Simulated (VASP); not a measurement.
# NaCu3Te4 (Cmmm) in VASP: single point with PBEsol

Aim: the single point of NaCu3Te4 with PBEsol.

All numbers are computed with VASP 6.6.1; they aren't measurements. Logs are shortened: lines on timing, memory, paths and dates and some standing lists are left out, and cuts for length are marked.

**1. The cell of the first run**

Symmetry: Cmmm, No. 65, orthorhombic system. Conventional cell: a = 6.842 Å, b = 13.794 Å, c = 4.403 Å, α = 90.00°, β = 90.00°, γ = 90.00°. Na (site symmetry mmm) has 8 Te at 3.35 Å and 8 Cu at 4.02 to 4.07 Å and 2 Na at 4.40 Å within 4.5 Å. Within 2.9 Å of Cu (site symmetry m2m) lie 4 Te at 2.20 to 2.39 Å. Within 3.6 Å of Cu (site symmetry mmm) lie 4 Te at 2.60 Å and 2 Cu at 3.53 Å. Te (site symmetry m) has 3 Cu at 2.20 to 2.60 Å within 2.9 Å.

**2. Single point, PBEsol (O replaced by Te, lengths x 1.209, strained)**

File INCAR:

```
SYSTEM = NaCu3Te4
  PREC = Accurate
  ENCUT = 520
  EDIFF = 1E-7
  ISMEAR = 0
  SIGMA = 0.1
  LREAL = .False.
  LASPH = .True.
  NELM = 60
  ALGO = Normal
  ISIF = 2
  LWAVE = .False.
  LCHARG = .False.
  GGA = PS
  NBANDS = 42
```

File KPOINTS:

```
Automatic mesh
0
Gamma
  4 4 4
  0 0 0
```

File POSCAR:

```
NaCu3Te4
1.0
    3.4210447861     -6.8969803877      0.0000000000
    3.4210447861      6.8969803877      0.0000000000
    0.0000000000      0.0000000000      4.4026778956
Na Cu Te
1 3 4
Direct
    0.0000000000      0.0000000000      0.5000000000
    0.2441401640      0.7558598360      0.0000000000
    0.7558598360      0.2441401640      0.0000000000
    0.5000000000      0.5000000000      0.0000000000
    0.3807851411      0.1031227255      0.0000000000
    0.8968772745      0.6192148589      0.0000000000
    0.1031227255      0.3807851411      0.0000000000
    0.6192148589      0.8968772745      0.0000000000
```

Potentials or basis: VASP PAW PBE potentials, release 64 (Na_pv, Cu, Te).

Launch:

```console
$ cat potpaw_PBE.64/Na_pv/POTCAR potpaw_PBE.64/Cu/POTCAR potpaw_PBE.64/Te/POTCAR > POTCAR
$ mpirun -np 1 vasp_std > vasp.out
```

OUTCAR:

```text
SYSTEM = NaCu3Te4
   PREC = Accurate
   ENCUT = 520
   EDIFF = 1E-7
   ISMEAR = 0
   LREAL = .False.
   LASPH = .True.
   NELM = 60
   ISIF = 2
   GGA = PS

 ion  position               nearest neighbor table
   1  0.000  0.000  0.500-
   2  0.244  0.756  0.000-   5 2.20   6 2.20   7 2.39   8 2.39
   3  0.756  0.244  0.000-   7 2.20   8 2.20   5 2.39   6 2.39
   4  0.500  0.500  0.000-   5 2.60   6 2.60   7 2.60   8 2.60
   5  0.381  0.103  0.000-   2 2.20   3 2.39   4 2.60   8 3.07   6 3.31   6 3.53
   6  0.897  0.619  0.000-   2 2.20   3 2.39   4 2.60   7 3.07   5 3.31   5 3.53
   7  0.103  0.381  0.000-   3 2.20   2 2.39   4 2.60   6 3.07   8 3.31   8 3.53
   8  0.619  0.897  0.000-   3 2.20   2 2.39   4 2.60   5 3.07   7 3.31   7 3.53

  LATTYP: Found a base centered orthorhombic cell.
 ALAT       =     6.8420895722
 B/A-ratio  =     2.0160450444
 C/A-ratio  =     0.6434697835

  Lattice vectors:

 A1 = (   3.4210447861,  -6.8969803877,   0.0000000000)
 A2 = (   3.4210447861,   6.8969803877,   0.0000000000)
 A3 = (   0.0000000000,   0.0000000000,   4.4026778956)

Analysis of symmetry for initial positions (statically):
=====================================================================
 Subroutine PRICEL returns:
 Original cell was already a primitive cell.

 Routine SETGRP: Setting up the symmetry group for a
 base centered orthorhombic supercell.

 Subroutine GETGRP returns: Found  8 space group operations
 (whereof  8 operations were pure point group operations)
 out of a pool of  8 trial point group operations.

The static configuration has the point symmetry D_2h.

Analysis of symmetry for dynamics (positions and initial velocities):
=====================================================================
 Subroutine PRICEL returns:
 Original cell was already a primitive cell.

 Routine SETGRP: Setting up the symmetry group for a
 base centered orthorhombic supercell.

 Subroutine GETGRP returns: Found  8 space group operations
 (whereof  8 operations were pure point group operations)
 out of a pool of  8 trial point group operations.

The dynamic configuration has the point symmetry D_2h.

 Subroutine INISYM returns: Found  8 space group operations
 (whereof  8 operations are pure point group operations),
 and found     1 'primitive' translations

----------------------------------------------------------------------------------------

                                     Primitive cell

[... 104 lines left out ...]
   ISIF   =      2    stress and relaxation
   ISYM   =      2    0-nonsym 1-usesym 2-fastsym
   POTIM  = 0.5000    time-step for ionic-motion
   TEBEG  =    0.0;   TEEND  =   0.0 temperature during run
   PSTRESS=    0.0 pullay stress
   NELECT =      64.0000    total number of electrons
   NUPDOWN=      -1.0000    fix difference up-down
   EMIN   =  10.00;   EMAX   =-10.00  energy-range for DOS
   EFERMI =   0.00;   METHOD = LEGACY
   ISMEAR =     0;   SIGMA  =   0.10  broadening in eV -4-tet -1-fermi 0-gaus
   EFERMI_NEDOS =   21; number of points for ismear=-14 and -15
   IALGO  =     38    algorithm
   IMIX   =      4    mixing-type and parameters
     AMIX     =   0.40;   BMIX     =  1.00
     AMIX_MAG =   1.60;   BMIX_MAG =  1.00
  volume/ion in A,a.u.               =      25.97       175.26
  Fermi-wavevector in a.u.,A,eV,Ry     =   1.105639  2.089354 16.632267  1.222437
  Thomas-Fermi vector in A             =   2.242129
   LORBIT       =      0    0 simple, 1 ext, 2 COOP (PROOUT), +10 PAW based schemes
   GGA     = PS    functional components
   LHFCALC =     F    Hartree Fock is set to
   AEXX    =    0.0000 exact exchange contribution
   IVDW    =     0    specifies the selected vdW correction
   LEPSILON=     F    determine dielectric tensor
   LRPA    =     F    only Hartree local field effects (RPA)
 non-spin polarized calculation
 Gauss-broadening in eV      SIGMA  =   0.10
  energy-cutoff  :      520.00
  volume of cell :      207.76
 maximum number of plane-waves:      5664
 NGX is ok and might be reduce to    60
   NGX = 29   NGY = 29   NGZ = 17

 number of electron      64.0000017 magnetization

 Free energy of the ion-electron system (eV)
  ---------------------------------------------------
  ext. energy  EPLUGINS =         0.00000000
  ---------------------------------------------------
  free energy    TOTEN  =       -24.86351842 eV

  energy without entropy =      -24.83571920  energy(sigma->0) =      -24.84961881

 E-fermi :   4.8480     XC(G=0):  -9.1479

 val. band max:        4.8444709761   @ k =   0.0000   0.0000   0.0000
 cond. band min:       4.8524502983   @ k =   0.5000   0.0000   0.2500
 fundamental gap:      0.0079793222
 Fermi energy:         4.8479733018

 k-point     1 :       0.0000    0.0000    0.0000
  band No.  band energies     occupation
      1     -19.3691      2.00000
      2     -19.3450      2.00000
      3     -19.3397      2.00000
      4      -8.7005      2.00000
      5      -6.8480      2.00000
      6      -6.6248      2.00000
[... 934 lines left out ...]
     41       9.7096      0.00000
     42      10.7148      0.00000

------------------------ aborting loop because EDIFF is reached ----------------------------------------

  FORCE on cell =-STRESS in cart. coord.  units (eV):
  Direction    XX          YY          ZZ          XY          YZ          ZX
  --------------------------------------------------------------------------------------
  -------------------------------------------------------------------------------------
  Total       32.6289336     25.1326366      0.1046813     -0.0000000      0.0000000      0.0000000
  in kB      251.6221119    193.8134777      0.8072627     -0.0000000      0.0000000      0.0000000
  external PRESSURE =     148.7476174 kB  Pullay stress =       0.0000000 kB

 VOLUME and BASIS-vectors are now :
 -----------------------------------------------------------------------------
  energy-cutoff  :      520.00
  volume of cell :      207.76
      direct lattice vectors                 reciprocal lattice vectors
     3.421044786 -6.896980388  0.000000000     0.146154181 -0.072495494  0.000000000
     3.421044786  6.896980388  0.000000000     0.146154181  0.072495494  0.000000000
     0.000000000  0.000000000  4.402677896     0.000000000  0.000000000  0.227134490

 POSITION                                       TOTAL-FORCE (eV/Angst)
 -----------------------------------------------------------------------------------
      0.00000      0.00000      2.20134         0.000000      0.000000     -0.000000
      3.42104      3.52932      0.00000         0.000000     -3.168560      0.000000
      3.42104     -3.52932      0.00000         0.000000      3.168560     -0.000000
      3.42104      0.00000      0.00000         0.000000      0.000000     -0.000000
      1.65547     -1.91503      0.00000         2.645908      3.757537      0.000000
      5.18662     -1.91503      0.00000        -2.645908      3.757537     -0.000000
      1.65547      1.91503      0.00000         2.645908     -3.757537     -0.000000
      5.18662      1.91503      0.00000        -2.645908     -3.757537     -0.000000
 -----------------------------------------------------------------------------------
    total drift:                                0.000000     -0.000000     -0.000000

  FREE ENERGIE OF THE ION-ELECTRON SYSTEM (eV)
  ---------------------------------------------------
  free  energy   TOTEN  =       -24.8635184226 eV

  energy  without entropy=      -24.8357191979  energy(sigma->0) =      -24.84961881
```

Run time: 3.9 min. Hardware: 1 thread of Intel Xeon Platinum 8488C (Sapphire Rapids), shared host; peak memory 0.44 GiB.

What came out:

* Free energy: -24.8635 eV
* Pressure: 14.9 GPa
* Largest force: 4.596 eV/Å
* Band gap on the k mesh: zero (bands 32 and 33 overlap by 0.86 eV)

Forces in eV/Å, atoms in the order of the input:
```
Na   0.000  0.000  0.000
Cu   0.000 -3.169  0.000
Cu   0.000  3.169  0.000
Cu   0.000  0.000  0.000
Te   2.646  3.758  0.000
Te  -2.646  3.758  0.000
Te   2.646 -3.758  0.000
Te  -2.646 -3.758  0.000
```

Caveat: the cell differs from its parent crystal (O replaced by Te, lengths x 1.209, strained); the stress differs along the axes, from 0 to 25 GPa; the PAW data sets were made with another functional, which shifts forces and pressure a little; spin-orbit coupling is left out, which moves the levels of the heavy elements.
